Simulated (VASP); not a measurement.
A run of VASP 6.6.1 is set up as follows.

The input INCAR:

```
PREC = Accurate
ENCUT = 600
EDIFF = 1E-6
ISMEAR = 0
SIGMA = 0.1
LREAL = False
LASPH = True
NELM = 100
ALGO = Normal
ISIF = 3
LWAVE = False
LCHARG = False
GGA = PE
IBRION = 2
NSW = 90
EDIFFG = -0.04
```

The input KPOINTS:

```
Automatic mesh
0
Gamma
  4 4 4
```

POSCAR

```
LaNb4O
1.0
    4.9560846700      0.0000000000      0.0000000000
    0.0000000000      4.9560846700      0.0000000000
    0.0000000000      0.0000000000      4.7473196900
La Nb O
1 4 1
Direct
    0.5000000000      0.5000000000      0.0000000000
    0.0000000000      0.5000000000      0.7624404200
    0.5000000000      0.0000000000      0.7624404200
    0.0000000000      0.5000000000      0.2375595800
    0.5000000000      0.0000000000      0.2375595800
    0.0000000000      0.0000000000      0.0000000000
```

Potentials or basis: VASP PAW PBE potentials, release 64 (La, Nb_sv, O).

Command:

```bash
$ cat potpaw_PBE.64/La/POTCAR potpaw_PBE.64/Nb_sv/POTCAR potpaw_PBE.64/O/POTCAR > POTCAR
$ mpirun -np 1 vasp_std > vasp.out
```

(1) Predict the relaxed cell.

(2) Estimate the relaxed volume.

Answers

(1) a = 3.831 Å, b = 3.831 Å, c = 7.729 Å, α = 90.00°, β = 90.00°, γ = 90.00°.

(2) 18.90 Å³/atom.

Caveat: an odd number of electrons without spin polarisation forces a metal; a magnetic or distorted state may lie lower.
